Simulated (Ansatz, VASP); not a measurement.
## One calculation of Ge, two programs

Contents of INCAR:

```
SYSTEM = Ge
PREC = Accurate
ENCUT = 520
EDIFF = 1E-6
ISMEAR = 0
SIGMA = 0.15
LREAL = .False.
LASPH = .True.
NELM = 80
ALGO = Normal
ISIF = 2
LWAVE = .False.
LCHARG = .False.
GGA = PS
NBANDS = 21
```

File KPOINTS:

```
Automatic mesh
0
Gamma
  18 18 18
  0 0 0
```

The input POSCAR:

```
Ge
1.0
    0.0000000000      2.7811231118      2.8378807263
    2.8378807263      0.0000000000      2.8378807263
    2.8378807263      2.7811231118      0.0000000000
Ge
2
Direct
    0.5000000000      0.5000000000      0.5000000000
    0.7500000000      0.7500000000      0.7500000000
```

Input for Ansatz:

```yaml
crystal:
  lattice:
    - [0.0, 2.7811231118, 2.8378807263]
    - [2.8378807263, 0.0, 2.8378807263]
    - [2.8378807263, 2.7811231118, 0.0]
  atoms:
    - { symbol: Ge, position: [0.5, 0.5, 0.5] }
    - { symbol: Ge, position: [0.75, 0.75, 0.75] }
basis:
  ecutwfc: 420
kpoints:
  mp_grid: { grid: [18, 18, 18] }
hamiltonian:
  xc: pbesol
scf:
  occupations: { method: gaussian, width: 0.15 }
output:
  forces: true
  stress: true
  eigenvalues: true
```

Change from the starting cell: strain -0.0200 x Voigt [0, 1, 0, 0, 0, 0], atoms carried along.

Alike in both runs: task single point; functional PBEsol; k mesh 18 × 18 × 18; occupations gaussian, width 0.15 eV; no spin polarisation.

```csv
,VASP,Ansatz
version,VASP 6.6.1,Ansatz 0.2.0
potentials or method,"VASP PAW PBE potentials, release 64 (Ge_d), cutoff 520 eV","scalar-relativistic, plane waves, PAW"
valence electrons in the cell,28,28
```

|  | VASP | Ansatz | Ansatz less VASP |
| --- | --- | --- | --- |
| pressure (GPa) | 1.3 | 1.4 | +0.09 |
| traceless stress, the component that is largest in VASP (GPa) | 0.94 | 0.93 | -0.006 |

VASP's potentials were made for PBE, not for PBEsol.
